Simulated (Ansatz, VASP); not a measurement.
Na3Cl in VASP and in Ansatz

INCAR

```
ALGO = Normal ; EDIFF = 1E-6
ENCUT = 520 ; ISIF = 2
ISMEAR = -1 ; LASPH = T
LCHARG = T ; LELF = T
LREAL = F ; LVHAR = T
LWAVE = F ; NBANDS = 22
NELM = 80 ; PREC = Accurate
SIGMA = 0.15
```

Contents of KPOINTS:

```
k-points
0
Gamma
  7 7 3
```

POSCAR

```
Na3Cl
1.0
    3.4864200000      0.0000000000      0.0000000000
    0.0000000000      3.4864200000      0.0000000000
    0.0000000000      0.0000000000      9.4869700000
Na Cl
3 1
Direct
    0.0000000000      0.0000000000      0.5000000000
    0.5000000000      0.5000000000      0.8256700000
    0.5000000000      0.5000000000      0.1743300000
    0.0000000000      0.0000000000      0.0000000000
```

Input for Ansatz:

```yaml
crystal:
  lattice:
    - [3.48642, 0.0, 0.0]
    - [0.0, 3.48642, 0.0]
    - [0.0, 0.0, 9.48697]
  atoms:
    - { symbol: Na, position: [0.0, 0.0, 0.5] }
    - { symbol: Na, position: [0.5, 0.5, 0.82567] }
    - { symbol: Na, position: [0.5, 0.5, 0.17433] }
    - { symbol: Cl, position: [0.0, 0.0, 0.0] }
basis:
  ecutwfc: 420.0
kpoints:
  mp_grid:
    grid: [7, 7, 3]
    shift: [0.0, 0.0, 0.0]
hamiltonian:
  xc: lda
  pseudopotentials:
    kind: paw
scf:
  occupations:
    method: fermi_dirac
    width: 0.15
output:
  forces: true
  stress: true
```

Alike in both runs: task single point; functional LDA; k mesh 7 × 7 × 3; occupations fermi-dirac, width 0.15 eV; no spin polarisation.

|  | VASP | Ansatz |
| --- | --- | --- |
| version | VASP 6.6.1 | Ansatz 0.2.0 |
| potentials or method | VASP PAW LDA potentials, release 64 (Na_pv, Cl), cutoff 520 eV | plane waves, PAW |
| valence electrons in the cell | 28 | 34 |

```tsv
	VASP	Ansatz	Ansatz less VASP
pressure (GPa)	-1.0	-1.0	+0.05
traceless stress, the component that is largest in VASP (GPa)	-0.16	-0.15	+0.007
```

LDA's correlation is that of Perdew and Zunger in VASP and of Perdew and Wang (1992) in Ansatz. VASP's potentials hold 28 valence electrons a cell and Ansatz's 34, so a difference there can come from the potentials and not from the codes.
